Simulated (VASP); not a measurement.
Write the native input for VASP 6.6.1 that does the following.

```
Task                   : single point
Functional             : PBEsol
Potentials or basis    : VASP PAW PBE potentials, release 64 (Ba_sv, F_h)
Cutoff                 : 1350 eV
k mesh                 : 6 × 6 × 6
Occupations            : gaussian, width 0.01 eV
Spin                   : no spin polarisation
Dipole correction      : no
Further INCAR settings : ALGO = Normal; EDIFF = 1e-06; NBANDS = 19
```

The structure of BaF2 lies in POSCAR:

```
BaF2
1.0
    2.9474809086      2.9474809086      0.0000000000
   -2.9474809086      2.9474809086      0.0000000000
    0.0000000000      2.9474809086      2.9474809086
Ba F
1 2
Direct
    0.0000000000      0.0000000000      0.0000000000
    0.2500000000      0.7500000000      0.5000000000
    0.7500000000      0.2500000000      0.5000000000
```

One way to write it, as run:

INCAR

```
SYSTEM = BaF2
  PREC = Accurate
  ENCUT = 1350
  EDIFF = 1E-6
  ISMEAR = 0
  SIGMA = 0.01
  LREAL = .False.
  LASPH = .True.
  NELM = 120
  ALGO = Normal
  ISIF = 2
  LWAVE = .False.
  LCHARG = .False.
  GGA = PS
  NBANDS = 19
  GGA_COMPAT = .False.
```

KPOINTS

```
Automatic mesh
0
Gamma
  6 6 6
  0 0 0
```

Potentials or basis: VASP PAW PBE potentials, release 64 (Ba_sv, F_h).

Command:

```sh
$ cat potpaw_PBE.64/Ba_sv/POTCAR potpaw_PBE.64/F_h/POTCAR > POTCAR
$ mpirun -np 1 vasp_std > vasp.out
```

It gave:

```json
{"Pressure": "12.0 GPa", "Band gap on the k mesh": "7.26 eV (least direct gap 7.43 eV)"}
```

Caveat: the cell stands under pressure; the PAW data sets were made with another functional, which shifts forces and pressure a little; spin-orbit coupling is left out, which moves the levels of the heavy elements.

Wall time 2.6 min on 1 thread of AMD EPYC 7R43 64-Core Processor (Zen 3), on a shared host, peak memory 0.33 GiB.
